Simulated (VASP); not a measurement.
CdS: single point with PBE

CdS:

```
CELL_PARAMETERS angstrom
-0.14739 2.90939 2.90939
2.90939 -0.14739 2.90939
2.90939 2.90939 -0.14739
ATOMIC_POSITIONS crystal
Cd 0.99472 0.99472 0.99472
S 0.25528 0.25528 0.25528
```

This cell differs from its parent crystal: epitaxial 111 strain +4.0%.

```yaml
Program: VASP 6.6.1
Task: single point
Functional: PBE
Potentials_or_basis: VASP PAW PBE potentials, release 64 (Cd, S)
Cutoff: 520 eV
k_mesh: 4 × 4 × 4
Occupations: gaussian, width 0.01 eV
Spin: no spin polarisation
Dipole_correction: no
Further_INCAR_settings: ALGO = Normal; EDIFF = 1e-06; NBANDS = 16
```

The pressure is -0.7 GPa and the band gap on the k mesh is 0.82 eV, direct.

Forces on the atoms (eV/Å):
```
Cd  -0.001 -0.001 -0.001
S    0.001  0.001  0.001
```

Stress tensor (GPa, compression positive):
```
-0.67  1.20  1.20
 1.20 -0.67  1.20
 1.20  1.20 -0.67
```

Levels at points of the mesh, in eV from the valence-band top:
```tsv
k point	band 5	band 6	band 7	band 8	band 9	band 10	band 11	band 12	band 13	band 14
(0.00, 0.00, 0.00)	-7.27	-7.27	-0.20	-0.20	0.00	0.82	6.16	6.16	7.08	10.95
(0.50, 0.00, 0.00)	-7.23	-6.98	-4.19	-0.85	-0.59	2.89	6.78	6.98	7.30	10.89
(0.50, 0.50, 0.00)	-7.20	-6.89	-3.78	-1.96	-1.56	3.31	4.31	8.67	10.10	10.47
(0.50, 0.50, 0.50)	-7.23	-6.87	-3.96	-0.94	-0.94	2.36	6.46	6.46	7.36	10.57
```

Wall time 19 s on 1 thread of Intel Xeon 6975P-C, on a shared host, peak memory 0.17 GiB.

Caveat: the k points lie up to 0.45 Å⁻¹ apart; the cell differs from its parent crystal (epitaxial 111 strain +4.0%).
